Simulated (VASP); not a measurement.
Set up this calculation in VASP 6.6.1, as the native input.

| Item | Value |
| --- | --- |
| Task | single point |
| Functional | r2SCAN |
| Potentials or basis | VASP PAW PBE potentials, release 64 (In_d, Sb) |
| Cutoff | 520 eV |
| k mesh | 10 × 10 × 10 |
| Occupations | gaussian, width 0.03 eV |
| Spin | no spin polarisation |
| Dipole correction | no |
| Further INCAR settings | ALGO = Normal; EDIFF = 1e-06; NBANDS = 16 |

InSb:

```
In Sb
1.0
     0.00000    3.23910    3.29578
     3.23910    0.00000    3.29578
     3.23910    3.23910    0.00000
In Sb
1 1
Cartesian
  0.0000 0.0000 0.0000
  4.8586 4.8586 4.9437
```

This cell differs from its parent crystal: strain +0.0175 x Voigt [0, 0, 1, 0, 0, 0].

One way to write it, as run:

POSCAR

```
InSb
1.0
    0.0000000000      3.2391000000      3.2957842500
    3.2391000000      0.0000000000      3.2957842500
    3.2391000000      3.2391000000      0.0000000000
In Sb
1 1
Direct
    0.0000000000      0.0000000000      0.0000000000
    0.7500000000      0.7500000000      0.7500000000
```

INCAR.step1

```
SYSTEM = InSb
ALGO     = Normal         ! electronic algorithm
EDIFF    = 1E-4           ! SCF threshold, eV
ENCUT    = 520            ! plane-wave cutoff, eV
GGA      = PE             ! functional
ISMEAR   = 0              ! smearing method
LASPH    = .TRUE.         ! aspherical terms in the spheres
LCHARG   = .FALSE.        ! write CHGCAR
LREAL    = .FALSE.        ! projectors in reciprocal space
LWAVE    = .TRUE.         ! write WAVECAR
NBANDS   = 16             ! bands
NELM     = 100            ! most SCF steps
PREC     = Accurate       ! precision mode
SIGMA    = 0.03           ! smearing width, eV
```

INCAR.step2

```
SYSTEM = InSb
ALGO     = Normal         ! electronic algorithm
EDIFF    = 1E-6           ! SCF threshold, eV
ENCUT    = 520            ! plane-wave cutoff, eV
ISIF     = 2              ! what is computed and relaxed
ISMEAR   = 0              ! smearing method
ISTART   = 1            
LASPH    = .TRUE.         ! aspherical terms in the spheres
LCHARG   = .TRUE.         ! write CHGCAR
LELF     = .TRUE.         ! ELF
LMIXTAU  = .TRUE.       
LREAL    = .FALSE.        ! projectors in reciprocal space
LVHAR    = .TRUE.       
LWAVE    = .FALSE.        ! write WAVECAR
METAGGA  = R2SCAN         ! meta-GGA
NBANDS   = 16             ! bands
NELM     = 100            ! most SCF steps
PREC     = Accurate       ! precision mode
SIGMA    = 0.03           ! smearing width, eV
```

KPOINTS

```
k-points
0
G
  10 10 10
  0 0 0
```

Potentials or basis: VASP PAW PBE potentials, release 64 (In_d, Sb).

Launch:

```bash
$ cat potpaw_PBE.64/In_d/POTCAR potpaw_PBE.64/Sb/POTCAR > POTCAR
$ cp INCAR.step1 INCAR
$ mpirun -np 1 vasp_std > vasp.out
$ cp INCAR.step2 INCAR
$ mpirun -np 1 vasp_std > vasp.out
```

It gave:

```
Pressure               : 0.8 GPa
Band gap on the k mesh : 0.10 eV
```

Caveat: the cell differs from its parent crystal (strain +0.0175 x Voigt [0, 0, 1, 0, 0, 0]); semilocal functionals underestimate gaps, and a narrow one can read as zero; the PAW data sets were made with another functional, which shifts forces and pressure a little; spin-orbit coupling is left out, which moves the levels of the heavy elements.

Run time: 5.2 min on 1 thread of AMD EPYC 9R14 (Zen 4), with other jobs on the host, peak memory 0.26 GiB.
